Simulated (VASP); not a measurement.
Runs of VASP 6.6.1 on SiC. The structure is that of space group F-43m (No. 216), or close to it. The cells are those of the table. 

```csv
task,cell,k mesh,cutoff (eV),smearing,gap on the mesh (eV),pressure (GPa)
single point,"a = 3.082 Å, angles 60.0°, 2 atoms",8 × 8 × 8,660,gaussian 0.1 eV,(b),-0.6
single point,"a = 3.080 Å, angles 60.0°, 2 atoms",10 × 10 × 10,520,gaussian 0.02 eV,1.72,-0.2
single point,"a = 3.111 Å, angles 60.0°, 2 atoms",10 × 10 × 10,520,gaussian 0.02 eV,1.74,-6.5
single point,"a = 3.049 Å, angles 60.0°, 2 atoms",10 × 10 × 10,520,gaussian 0.02 eV,1.70,7.1
single point,"a = 2.952 Å, angles 60.0°, 2 atoms",10 × 10 × 10,520,gaussian 0.02 eV,1.63,36.8
single point,"a = 3.180 Å, angles 60.0°, 2 atoms",10 × 10 × 10,520,gaussian 0.02 eV,1.78,-18.1
single point,"a = 3.141 Å, angles 60.0°, 2 atoms",10 × 10 × 10,520,gaussian 0.02 eV,(a),-12.0
relaxation of cell and atoms,"relaxed from a = 3.082 Å, angles 60.0°, 2 atoms",10 × 10 × 10,600,gaussian 0.02 eV,1.72,0.0
single point,"a = 3.018 Å, angles 60.0°, 2 atoms",10 × 10 × 10,520,gaussian 0.02 eV,1.68,15.6
```

Alike in all rows: level r2SCAN; potentials or basis VASP PAW PBE potentials, release 64 (Si, C); no spin polarisation.

**Question.** Estimate the missing entries.

**Answer.** (a) 1.76; (b) 1.73.

Caveats: the PAW data sets were made with another functional, which shifts forces and pressure a little.

A k mesh can miss the band edges.
